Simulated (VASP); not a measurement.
# HRh12 in VASP: single point with PBE

Aim: the single point of HRh12 with PBE.

Program: VASP 6.6.1. These are calculated values, not measurements. Logs are shortened: lines on timing, memory, paths and dates and some standing lists are left out, and cuts for length are marked.

## (1) The cell of the first run

The cell holds a slab with vacuum, 13 atoms: a = 5.417 Å, b = 5.417 Å, c = 19.174 Å, α = 90.00°, β = 90.00°, γ = 90.00°.

## (2) Single point, PBE

INCAR

```
SYSTEM = HRh12
  PREC = Accurate
  ENCUT = 520
  EDIFF = 1E-6
  ISMEAR = 0
  SIGMA = 0.1
  LREAL = .FALSE.
  LASPH = .TRUE.
  NELM = 60
  ALGO = Normal
  ISIF = 2
  LWAVE = .FALSE.
  LCHARG = .TRUE.
  LDIPOL = .TRUE.
  IDIPOL = 3
  DIPOL = 0.5 0.5 0.318
  GGA = PE
  LELF = .TRUE.
  LVHAR = .TRUE.
  LVACPOTAV = .TRUE.
  NBANDS = 102
```

KPOINTS

```
regular mesh
0
G
  5 5 1
  0 0 0
```

POSCAR

```
HRh12
1.0
    5.4165863251      0.0000000000      0.0000000000
    0.0000000000      5.4165863251      0.0000000000
    0.0000000000      0.0000000000     19.1737394690
Rh H
12 1
Direct
    0.2500000000      0.2500000000      0.2086186686
    0.2500000000      0.7500000000      0.2086186686
    0.7500000000      0.2500000000      0.2086186686
    0.7500000000      0.7500000000      0.2086186686
    0.0000000000      0.0000000000      0.3044995961
    0.0000000000      0.5000000000      0.3044995961
    0.5000000000      0.0000000000      0.3044995961
    0.5000000000      0.5000000000      0.3044995961
    0.2500000000      0.2500000000      0.4002213278
    0.2500000000      0.7500000000      0.4002213278
    0.7500000000      0.2500000000      0.4002213278
    0.7500000000      0.7500000000      0.4002213278
    0.3333333333      0.3333333333      0.4766714029
```

Potentials or basis: VASP PAW PBE potentials, release 64 (Rh_pv, H).

The run is started by

```console
cat potpaw_PBE.64/Rh_pv/POTCAR potpaw_PBE.64/H/POTCAR > POTCAR
mpirun -np 1 vasp_std > vasp.out
```

OUTCAR:

```text
SYSTEM = HRh12
   PREC = Accurate
   ENCUT = 520
   EDIFF = 1E-6
   ISMEAR = 0
   LREAL = .FALSE.
   LASPH = .TRUE.
   NELM = 60
   ISIF = 2
   GGA = PE

 ion  position               nearest neighbor table
   1  0.250  0.250  0.209-   5 2.65   6 2.65   7 2.65   8 2.65   2 2.71   3 2.71   2 2.71   3 2.71

   2  0.250  0.750  0.209-   5 2.65   6 2.65   7 2.65   8 2.65   1 2.71   4 2.71   1 2.71   4 2.71

   3  0.750  0.250  0.209-   5 2.65   6 2.65   7 2.65   8 2.65   1 2.71   4 2.71   4 2.71   1 2.71
[... 15 lines left out ...]
  11  0.750  0.250  0.400-   5 2.65   6 2.65   7 2.65   8 2.65   9 2.71  12 2.71  12 2.71   9 2.71

  12  0.750  0.750  0.400-   5 2.65   6 2.65   7 2.65   8 2.65  10 2.71  11 2.71  11 2.71  10 2.71

  13  0.333  0.333  0.477-   9 1.60

  LATTYP: Found a simple tetragonal cell.
 ALAT       =     5.4165863251
 C/A-ratio  =     3.5398197902

  Lattice vectors:

 A1 = (   5.4165863251,   0.0000000000,   0.0000000000)
 A2 = (   0.0000000000,   5.4165863251,   0.0000000000)
 A3 = (   0.0000000000,   0.0000000000,  19.1737394690)

Analysis of symmetry for initial positions (statically):
=====================================================================
 Subroutine PRICEL returns:
 Original cell was already a primitive cell.

 Routine SETGRP: Setting up the symmetry group for a
 simple tetragonal supercell.

 Subroutine GETGRP returns: Found  2 space group operations
 (whereof  2 operations were pure point group operations)
 out of a pool of 16 trial point group operations.

The static configuration has the point symmetry C_1h.

Analysis of symmetry for dynamics (positions and initial velocities):
=====================================================================
 Subroutine PRICEL returns:
 Original cell was already a primitive cell.

 Routine SETGRP: Setting up the symmetry group for a
 simple tetragonal supercell.

 Subroutine GETGRP returns: Found  2 space group operations
 (whereof  2 operations were pure point group operations)
 out of a pool of 16 trial point group operations.

The dynamic configuration has the point symmetry C_1h.

 Subroutine INISYM returns: Found  2 space group operations
 (whereof  2 operations are pure point group operations),
 and found     1 'primitive' translations

----------------------------------------------------------------------------------------

                                     Primitive cell

  volume of cell :     562.5462

  direct lattice vectors                    reciprocal lattice vectors
     5.416586325  0.000000000  0.000000000     0.184618123  0.000000000  0.000000000
     0.000000000  5.416586325  0.000000000     0.000000000  0.184618123  0.000000000
     0.000000000  0.000000000 19.173739469     0.000000000  0.000000000  0.052154667

  length of vectors
     5.416586325  5.416586325 19.173739469     0.184618123  0.184618123  0.052154667

  position of ions in fractional coordinates (direct lattice)
     0.250000000  0.250000000  0.208618669
     0.250000000  0.750000000  0.208618669
     0.750000000  0.250000000  0.208618669
     0.750000000  0.750000000  0.208618669
     0.000000000  0.000000000  0.304499596
     0.000000000  0.500000000  0.304499596
     0.500000000  0.000000000  0.304499596
     0.500000000  0.500000000  0.304499596
     0.250000000  0.250000000  0.400221328
     0.250000000  0.750000000  0.400221328
     0.750000000  0.250000000  0.400221328
     0.750000000  0.750000000  0.400221328
     0.333333333  0.333333333  0.476671403

  ion indices of the primitive-cell ions
   primitive index   ion index
                 1           1
                 2           2
                 3           3
                 4           4
                 5           5
                 6           6
                 7           7
                 8           8
                 9           9
                10          10
                11          11
                12          12
                13          13

----------------------------------------------------------------------------------------

 KPOINTS: regular mesh

Automatic generation of k-mesh.
 Grid dimensions read from file:
 generate k-points for:    5    5    1

 Generating k-lattice:

  Cartesian coordinates                     Fractional coordinates (reciprocal lattice)
     0.036923625  0.000000000  0.000000000     0.200000000  0.000000000  0.000000000
     0.000000000  0.036923625  0.000000000     0.000000000  0.200000000  0.000000000
     0.000000000  0.000000000  0.052154667     0.000000000  0.000000000  1.000000000

  Length of vectors
     0.036923625  0.036923625  0.052154667

  Shift w.r.t. Gamma in fractional coordinates (k-lattice)
     0.000000000  0.000000000  0.000000000

 Subroutine IBZKPT returns following result:
 ===========================================

 Found      9 irreducible k-points:

 Following reciprocal coordinates:
            Coordinates               Weight
  0.000000  0.000000  0.000000      1.000000
  0.200000  0.000000  0.000000      4.000000
  0.400000  0.000000  0.000000      4.000000
  0.200000  0.200000  0.000000      2.000000
 -0.200000  0.200000  0.000000      2.000000
  0.400000  0.200000  0.000000      4.000000
 -0.200000  0.400000  0.000000      4.000000
  0.400000  0.400000  0.000000      2.000000
 -0.400000  0.400000  0.000000      2.000000
   k-points           NKPTS =      9   k-points in BZ     NKDIM =      9   number of bands    NBANDS=    102
   number of dos      NEDOS =    301   number of ions     NIONS =     13
   total plane-waves  NPLWV = 230400
   dimension x,y,z NGX =    40 NGY =   40 NGZ =  144
   dimension x,y,z NGXF=    80 NGYF=   80 NGZF=  288
   ions per type =              12   1
   NGX,Y,Z   is equivalent  to a cutoff of  12.28, 12.28, 12.49 a.u.
   NGXF,Y,Z  is equivalent  to a cutoff of  24.55, 24.55, 24.97 a.u.
 SYSTEM =  HRh12
   PREC   = accura    normal or accurate (medium, high low for compatibility)
   ISTART =      0    job   : 0-new  1-cont  2-samecut
   ICHARG =      2    charge: 1-file 2-atom 10-const
   ISPIN  =      1    spin polarized calculation?
   LNONCOLLINEAR =      F non collinear calculations
   LSORBIT =      F    spin-orbit coupling
   LASPH  =      T    aspherical Exc in radial PAW
   ENCUT  =  520.0 eV  38.22 Ry    6.18 a.u.  10.07 10.07 35.65*2*pi/ulx,y,z
   NELM   =     60;   NELMIN=  2; NELMDL= -5     # of ELM steps
   EDIFF  = 0.1E-05   stopping-criterion for ELM
   LREAL  =      F    real-space projection
   EDIFFG = 0.1E-04   stopping-criterion for IOM
   NSW    =      0    number of steps for IOM
   IBRION =     -1    ionic relax: 0-MD 1-quasi-New 2-CG
   NFREE  =      0    steps in history (QN), initial steepest desc. (CG)
   ISIF   =      2    stress and relaxation
   ISYM   =      2    0-nonsym 1-usesym 2-fastsym
   POTIM  = 0.5000    time-step for ionic-motion
   TEBEG  =    0.0;   TEEND  =   0.0 temperature during run
   PSTRESS=    0.0 pullay stress
   NELECT =     181.0000    total number of electrons
   NUPDOWN=      -1.0000    fix difference up-down
   EMIN   =  10.00;   EMAX   =-10.00  energy-range for DOS
   EFERMI =   0.00;   METHOD = LEGACY
   ISMEAR =     0;   SIGMA  =   0.10  broadening in eV -4-tet -1-fermi 0-gaus
   EFERMI_NEDOS =   21; number of points for ismear=-14 and -15
   IALGO  =     38    algorithm
   IMIX   =      4    mixing-type and parameters
     AMIX     =   0.40;   BMIX     =  1.00
     AMIX_MAG =   1.60;   BMIX_MAG =  1.00
  volume/ion in A,a.u.               =      43.27       292.02
  Fermi-wavevector in a.u.,A,eV,Ry     =   1.121799  2.119892 17.122014  1.258433
  Thomas-Fermi vector in A             =   2.258455
   LORBIT       =      0    0 simple, 1 ext, 2 COOP (PROOUT), +10 PAW based schemes
   GGA     = PE    functional components
   LHFCALC =     F    Hartree Fock is set to
   AEXX    =    0.0000 exact exchange contribution
   IVDW    =     0    specifies the selected vdW correction
   LEPSILON=     F    determine dielectric tensor
   LRPA    =     F    only Hartree local field effects (RPA)
 non-spin polarized calculation
 Gauss-broadening in eV      SIGMA  =   0.10
  energy-cutoff  :      520.00
  volume of cell :      562.55
 maximum number of plane-waves:     15180
   NGX = 21   NGY = 21   NGZ = 71

 dipolmoment           0.000000      0.000000     -0.416346 electrons x Angstroem

 number of electron     181.0000093 magnetization

 dipolmoment           0.000000      0.000000      0.038679 electrons x Angstroem

 Free energy of the ion-electron system (eV)
  ---------------------------------------------------
  ext. energy  EPLUGINS =         0.00000000
  ---------------------------------------------------
  free energy    TOTEN  =       -82.23791608 eV

  energy without entropy =      -82.14980323  energy(sigma->0) =      -82.19385965

 E-fermi :  -0.0632     XC(G=0):  -5.1969

 val. band max:       -0.0669983832   @ k =  -0.2000   0.4000   0.0000
 cond. band min:      -0.0399300125   @ k =   0.4000   0.0000   0.0000
 fundamental gap:      0.0270683706
 Fermi energy:        -0.0632133870

 k-point     1 :       0.0000    0.0000    0.0000
  band No.  band energies     occupation
      1     -47.0831      2.00000
      2     -47.0722      2.00000
      3     -47.0227      2.00000
      4     -47.0224      2.00000
      5     -46.8970      2.00000
      6     -46.8836      2.00000
[... 934 lines left out ...]
    101       0.7592      0.00000
    102       1.3967      0.00000

------------------------ aborting loop because EDIFF is reached ----------------------------------------

  FORCE on cell =-STRESS in cart. coord.  units (eV):
  Direction    XX          YY          ZZ          XY          YZ          ZX
  --------------------------------------------------------------------------------------
  -------------------------------------------------------------------------------------
  Total       -7.2494458     -7.2494458      0.4365559      0.2540590      0.4521461      0.4521461
  in kB      -20.6470130    -20.6470130      1.2433468      0.7235807      1.2877490      1.2877491
  external PRESSURE =     -13.3502264 kB  Pullay stress =       0.0000000 kB

 VOLUME and BASIS-vectors are now :
 -----------------------------------------------------------------------------
  energy-cutoff  :      520.00
  volume of cell :      562.55
      direct lattice vectors                 reciprocal lattice vectors
     5.416586325  0.000000000  0.000000000     0.184618123  0.000000000  0.000000000
     0.000000000  5.416586325  0.000000000     0.000000000  0.184618123  0.000000000
     0.000000000  0.000000000 19.173739469     0.000000000  0.000000000  0.052154667

 POSITION                                       TOTAL-FORCE (eV/Angst)
 -----------------------------------------------------------------------------------
      1.35415      1.35415      4.00000        -0.037318     -0.037318      0.006900
      1.35415      4.06244      4.00000         0.025952      0.019718      0.012067
      4.06244      1.35415      4.00000         0.019718      0.025952      0.012067
      4.06244      4.06244      4.00000        -0.090950     -0.090950     -0.148031
      0.00000      0.00000      5.83840        -0.003124     -0.003124      0.116230
      0.00000      2.70829      5.83840         0.008966     -0.013515     -0.032860
      2.70829      0.00000      5.83840        -0.013515      0.008966     -0.032860
      2.70829      2.70829      5.83840        -0.026133     -0.026133     -0.114516
      1.35415      1.35415      7.67374         0.119369      0.119369     -0.022291
      1.35415      4.06244      7.67374        -0.025384     -0.058137      0.153188
      4.06244      1.35415      7.67374        -0.058137     -0.025384      0.153188
      4.06244      4.06244      7.67374         0.021404      0.021404     -0.110606
      1.80553      1.80553      9.13957         0.059151      0.059151      0.007525
 -----------------------------------------------------------------------------------
    total drift:                               -0.000022     -0.000022     -0.000271

  FREE ENERGIE OF THE ION-ELECTRON SYSTEM (eV)
  ---------------------------------------------------
  free  energy   TOTEN  =       -82.2379160800 eV

  energy  without entropy=      -82.1498032255  energy(sigma->0) =      -82.19385965

 vacuum level on the upper side and lower side of the slab         5.119         4.881
```

It took 23 min on 1 thread of Intel Xeon Platinum 8259CL at 2.50GHz (Skylake/Cascade Lake), shared host; peak memory 0.7 GiB.

What came out:

```
Free energy            : -82.2379 eV
Largest force          : 0.196 eV/Å
Band gap on the k mesh : zero (an odd number of electrons rules out a gap without spin polarisation)
```

Forces in eV/Å, atoms in the order of the input:
```
Rh  -0.037 -0.037  0.007
Rh   0.026  0.020  0.012
Rh   0.020  0.026  0.012
Rh  -0.091 -0.091 -0.148
Rh  -0.003 -0.003  0.116
Rh   0.009 -0.014 -0.033
Rh  -0.014  0.009 -0.033
Rh  -0.026 -0.026 -0.115
Rh   0.119  0.119 -0.022
Rh  -0.025 -0.058  0.153
Rh  -0.058 -0.025  0.153
Rh   0.021  0.021 -0.111
H    0.059  0.059  0.008
```

The gap in the log of VASP goes by the Fermi energy; the results here count the filled bands.